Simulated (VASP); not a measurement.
Write the native input for VASP 6.6.1 that does the following.

```yaml
Task: single point
Functional: PBEsol
Potentials_or_basis: VASP PAW PBE potentials, release 64 (Cu)
Cutoff: 520 eV
k_mesh: 12 × 12 × 7
Occupations: fermi-dirac, width 0.05 eV
Spin: no spin polarisation
Dipole_correction: no
Further_INCAR_settings: ALGO = Fast; EDIFF = 1e-07; NBANDS = 18
```

The structure of Cu lies in POSCAR:

```
Cu
1.0
    2.4441867993      0.0000000000      0.0000000000
   -1.2220933997      2.1167278598      0.0000000000
    0.0000000000      0.0000000000      3.9844554941
Cu
2
Direct
    0.6666666667      0.3333333333      0.7500000000
    0.3333333333      0.6666666667      0.2500000000
```

The input as run:

INCAR

```
PREC = Accurate
ENCUT = 520
EDIFF = 1E-7
ISMEAR = -1
SIGMA = 0.05
LREAL = F
LASPH = T
NELM = 80
ALGO = Fast
ISIF = 2
LWAVE = F
LCHARG = F
GGA = PS
NBANDS = 18
```

KPOINTS

```
Automatic mesh
0
Gamma
  12 12 7
```

Potentials or basis: VASP PAW PBE potentials, release 64 (Cu).

The run is started by

```console
$ cat potpaw_PBE.64/Cu/POTCAR > POTCAR
$ mpirun -np 1 vasp_std > vasp.out
```

Results of the run:

* Pressure: 20.7 GPa
* Band gap on the k mesh: zero (band 11 reaches 13.53 eV, above the bottom of band 12 at 7.14 eV)

Caveat: the PAW data sets were made with another functional, which shifts forces and pressure a little.

Wall time 54 s on 1 thread of AMD EPYC 7R43 64-Core Processor (Zen 3), with other jobs on the host, peak memory 0.1 GiB.
